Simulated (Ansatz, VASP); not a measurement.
## Two plane-wave programs on Cr

```xyz
2
Lattice="2.8016 0.0000 0.0000 -1.4008 2.4263 0.0000 0.0000 0.0000 4.5524" Properties=species:S:1:pos:R:3 pbc="T T T"
Cr    0.0000    1.6175    1.1381
Cr    1.4008    0.8088    3.4143
```

Change from the starting cell: volume scaled by 1.1, PAW files.

Alike in both runs: task single point; functional LDA; k mesh 12 × 12 × 7; occupations fermi-dirac, width 0.03 eV; collinear spin.

```csv
,VASP,Ansatz
version,VASP 6.6.1,Ansatz 0.2.0
potentials or method,"VASP PAW LDA potentials, release 64 (Cr_pv)","PAW with Ansatz's default frozen-core files, scalar-relativistic"
plane-wave cutoff (eV),520,420
valence electrons in the cell,24,28
```

|  | VASP | Ansatz | Ansatz less VASP |
| --- | --- | --- | --- |
| pressure (GPa) | -42.4 | -41.6 | +0.79 |
| traceless stress, the component that is largest in VASP (GPa) | 1.52 | 0.84 | -0.681 |
| net moment per atom (μB) | 0.99 | 1.15 | +0.156 |
| size of the moment on the site where the two differ most (μB) | 0.91 | 1.06 | +0.149 |

The net moments are unlike, so the other rows may belong to different states. LDA's correlation is that of Perdew and Zunger in VASP and of Perdew and Wang (1992) in Ansatz. Site moments also hang on the region over which each program counts them. Both programs put the cell under strong tension, so it lies far from rest at this level. VASP's potentials hold 24 valence electrons a cell and Ansatz's 28, so a difference there can come from the potentials and not from the codes.

Noted on VASP's run: the cell as given lies far from equilibrium.
